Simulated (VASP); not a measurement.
Write the native input for VASP 6.6.1 that does the following.

- Task: electric field gradients
- Functional: PBE
- Potentials or basis: VASP PAW PBE potentials, release 64 (Ba_sv, Ti_sv, O)
- Cutoff: 520 eV
- k mesh: 8 × 8 × 8
- Occupations: fermi-dirac, width 0.05 eV
- Spin: no spin polarisation
- Dipole correction: no
- Further INCAR settings: ALGO = Normal; EDIFF = 1e-08; NBANDS = 28

The structure of BaTiO3 lies in POSCAR:

```
BaTiO3
1.0
    4.0073000000      0.0000000000      0.0000000000
    0.0000000000      4.0073000000      0.0000000000
    0.0000000000      0.0000000000      4.1275190000
Ba Ti O
1 1 3
Direct
    0.5000000000      0.5000000000      0.5000000000
    0.0000000000      0.0000000000      0.0000000000
    0.5000000000      0.0000000000      0.0000000000
    0.0000000000      0.5000000000      0.0000000000
    0.0000000000      0.0000000000      0.5000000000
```

This cell differs from its parent crystal: zz strain of +3 %.

One way to write it, as run:

INCAR

```
SYSTEM = BaTiO3
ALGO = Normal
EDIFF = 1E-8
ENCUT = 520
GGA = PE
ISIF = 2
ISMEAR = -1
LASPH = .TRUE.
LCHARG = .FALSE.
LEFG = .TRUE.
LREAL = .FALSE.
LWAVE = .FALSE.
NBANDS = 28
NELM = 60
PREC = Accurate
SIGMA = 0.05
```

KPOINTS

```
k-points
0
G
  8 8 8
  0 0 0
```

Potentials or basis: VASP PAW PBE potentials, release 64 (Ba_sv, Ti_sv, O).

Launch:

```sh
$ cat potpaw_PBE.64/Ba_sv/POTCAR potpaw_PBE.64/Ti_sv/POTCAR potpaw_PBE.64/O/POTCAR > POTCAR
$ mpirun -np 1 vasp_std > vasp.out
```

It gave:

```
Pressure               : -1.4 GPa
Band gap on the k mesh : 1.62 eV, indirect (least direct gap 1.83 eV)
```

Caveat: the cell differs from its parent crystal (zz strain of +3 %); without QUAD_EFG the Cq values of the log hold for a quadrupole moment of 1 mb, not for the nuclei; spin-orbit coupling is left out, which moves the levels of the heavy elements.

Run time: 3.5 min on 1 thread of Intel Xeon 6975P-C (shared host), peak memory 0.27 GiB.
